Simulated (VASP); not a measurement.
# TaS2 (P-3m1) in VASP: notebook, part 2 of 2

VASP 6.6.1. The steps go on from the part before.

## 3. Single point, PBE

INCAR reads:

```
ALGO     = Normal         # electronic algorithm
EDIFF    = 1E-6           # SCF threshold, eV
ENCUT    = 500            # plane-wave cutoff, eV
GGA      = PE             # functional
GGA_COMPAT= F            
ISIF     = 2              # what is computed and relaxed
ISMEAR   = 0              # smearing method
LASPH    = T              # aspherical terms in the spheres
LCHARG   = F              # write CHGCAR
LREAL    = F              # projectors in reciprocal space
LWAVE    = F              # write WAVECAR
NBANDS   = 18             # bands
NELM     = 120            # most SCF steps
PREC     = Accurate       # precision mode
SIGMA    = 0.1            # smearing width, eV
```

KPOINTS reads:

```
k-points
0
Gamma
  3 3 2
```

POSCAR reads:

```
TaS2
1.0
    3.3828573416      0.0000000000      0.0000000000
   -1.6914286708      2.9296403952      0.0000000000
    0.0000000000      0.0000000000      6.1679785700
Ta S
1 2
Direct
    0.0000000000      0.0000000000      0.0000000000
    0.6666666667      0.3333333333      0.7542821200
    0.3333333333      0.6666666667      0.2457178800
```

Potentials or basis: VASP PAW PBE potentials, release 64 (Ta_pv, S).

Run with:

```bash
cat potpaw_PBE.64/Ta_pv/POTCAR potpaw_PBE.64/S/POTCAR > POTCAR
mpirun -np 1 vasp_std > vasp.out
```

OUTCAR:

```text
EDIFF = 1E-6
   ENCUT = 500
   GGA = PE
   ISIF = 2
   ISMEAR = 0
   LASPH = T
   LREAL = F
   NELM = 120
   PREC = Accurate

 ion  position               nearest neighbor table
   1  0.000  0.000  0.000-   2 2.47   3 2.47   3 2.47   2 2.47   2 2.47   3 2.47
   2  0.667  0.333  0.754-   1 2.47   1 2.47   1 2.47
   3  0.333  0.667  0.246-   1 2.47   1 2.47   1 2.47

  LATTYP: Found a hexagonal cell.
 ALAT       =     3.3828573416
 C/A-ratio  =     1.8233043688

  Lattice vectors:

 A1 = (   3.3828573416,   0.0000000000,   0.0000000000)
 A2 = (  -1.6914286708,   2.9296403952,   0.0000000000)
 A3 = (   0.0000000000,   0.0000000000,   6.1679785700)

Analysis of symmetry for initial positions (statically):
=====================================================================
 Subroutine PRICEL returns:
 Original cell was already a primitive cell.

 Routine SETGRP: Setting up the symmetry group for a
 hexagonal supercell.

 Subroutine GETGRP returns: Found 12 space group operations
 (whereof 12 operations were pure point group operations)
 out of a pool of 24 trial point group operations.

The static configuration has the point symmetry D_3d.

Analysis of symmetry for dynamics (positions and initial velocities):
=====================================================================
 Subroutine PRICEL returns:
 Original cell was already a primitive cell.

 Routine SETGRP: Setting up the symmetry group for a
 hexagonal supercell.

 Subroutine GETGRP returns: Found 12 space group operations
 (whereof 12 operations were pure point group operations)
 out of a pool of 24 trial point group operations.

The dynamic configuration has the point symmetry D_3d.

[... 94 lines left out ...]
   EMIN   =  10.00;   EMAX   =-10.00  energy-range for DOS
   EFERMI =   0.00;   METHOD = LEGACY
   ISMEAR =     0;   SIGMA  =   0.10  broadening in eV -4-tet -1-fermi 0-gaus
   EFERMI_NEDOS =   21; number of points for ismear=-14 and -15
   IALGO  =     38    algorithm
   IMIX   =      4    mixing-type and parameters
     AMIX     =   0.40;   BMIX     =  1.00
     AMIX_MAG =   1.60;   BMIX_MAG =  1.00
  volume/ion in A,a.u.               =      20.38       137.50
  Fermi-wavevector in a.u.,A,eV,Ry     =   1.181872  2.233414 19.004913  1.396822
  Thomas-Fermi vector in A             =   2.318137
   LORBIT       =      0    0 simple, 1 ext, 2 COOP (PROOUT), +10 PAW based schemes
   GGA     = PE    functional components
   LHFCALC =     F    Hartree Fock is set to
   AEXX    =    0.0000 exact exchange contribution
   IVDW    =     0    specifies the selected vdW correction
   LEPSILON=     F    determine dielectric tensor
   LRPA    =     F    only Hartree local field effects (RPA)
 non-spin polarized calculation
 Gauss-broadening in eV      SIGMA  =   0.10
  energy-cutoff  :      500.00
  volume of cell :       61.13
 maximum number of plane-waves:      1566
 NGX is ok and might be reduce to    28
   NGX = 13   NGY = 13   NGZ = 23

 number of electron      23.0000002 magnetization

 Free energy of the ion-electron system (eV)
  ---------------------------------------------------
  ext. energy  EPLUGINS =         0.00000000
  ---------------------------------------------------
  free energy    TOTEN  =       -23.04838427 eV

  energy without entropy =      -23.02208035  energy(sigma->0) =      -23.03523231

 E-fermi :   4.2519     XC(G=0): -10.1315

 val. band max:        4.2285929427   @ k =   0.3333   0.0000   0.0000
 cond. band min:       4.9922073777   @ k =   0.0000   0.0000   0.5000
 fundamental gap:      0.7636144349
 Fermi energy:         4.2518950977

 k-point     1 :       0.0000    0.0000    0.0000
  band No.  band energies     occupation
      1     -30.5276      2.00000
      2     -30.4690      2.00000
      3     -30.4690      2.00000
      4      -9.8173      2.00000
      5      -8.0636      2.00000
      6      -1.6851      2.00000
[... 103 lines left out ...]
      5      -7.8115      2.00000
      6      -0.3642      2.00000
[... 10 lines left out ...]
     17      12.4500      0.00000
     18      12.5920      0.00000

------------------------ aborting loop because EDIFF is reached ----------------------------------------

  FORCE on cell =-STRESS in cart. coord.  units (eV):
  Direction    XX          YY          ZZ          XY          YZ          ZX
  --------------------------------------------------------------------------------------
  -------------------------------------------------------------------------------------
  Total        0.6804889      0.6804889      0.8222527      0.0000000     -0.0000000     -0.0000000
  in kB       17.8357250     17.8357250     21.5513764      0.0000000     -0.0000000     -0.0000000
  external PRESSURE =      19.0742754 kB  Pullay stress =       0.0000000 kB

 VOLUME and BASIS-vectors are now :
 -----------------------------------------------------------------------------
  energy-cutoff  :      500.00
  volume of cell :       61.13
      direct lattice vectors                 reciprocal lattice vectors
     3.382857342  0.000000000  0.000000000     0.295608091  0.170669411  0.000000000
    -1.691428671  2.929640395  0.000000000     0.000000000  0.341338822  0.000000000
     0.000000000  0.000000000  6.167978570     0.000000000  0.000000000  0.162127671

 POSITION                                       TOTAL-FORCE (eV/Angst)
 -----------------------------------------------------------------------------------
      0.00000      0.00000      0.00000         0.000000      0.000000      0.000000
      1.69143      0.97655      4.65240         0.000000      0.000000     -0.091526
     -0.00000      1.95309      1.51558        -0.000000     -0.000000      0.091526
 -----------------------------------------------------------------------------------
    total drift:                                0.000000     -0.000000      0.000000

  FREE ENERGIE OF THE ION-ELECTRON SYSTEM (eV)
  ---------------------------------------------------
  free  energy   TOTEN  =       -23.0483842712 eV

  energy  without entropy=      -23.0220803514  energy(sigma->0) =      -23.03523231
```

It used 13 s of CPU time on 1 thread of AMD EPYC 7R13 Processor (Zen 3), on a shared host.

Results:

```
Free energy   : -23.0484 eV
Pressure      : 1.9 GPa
Largest force : 0.092 eV/Å
```

Forces in eV/Å, atoms in the order of the input:
```
Ta   0.000  0.000  0.000
S    0.000  0.000 -0.092
S    0.000  0.000  0.092
```

Stress tensor (GPa, compression positive):
```
1.78 0.00 0.00
0.00 1.78 0.00
0.00 0.00 2.16
```

Caveat: the k points lie up to 0.71 Å⁻¹ apart; spin-orbit coupling is left out, which moves the levels of the heavy elements; this functional lacks dispersion, which binds the layers, so the pressure and a relaxed spacing across them are unreliable.
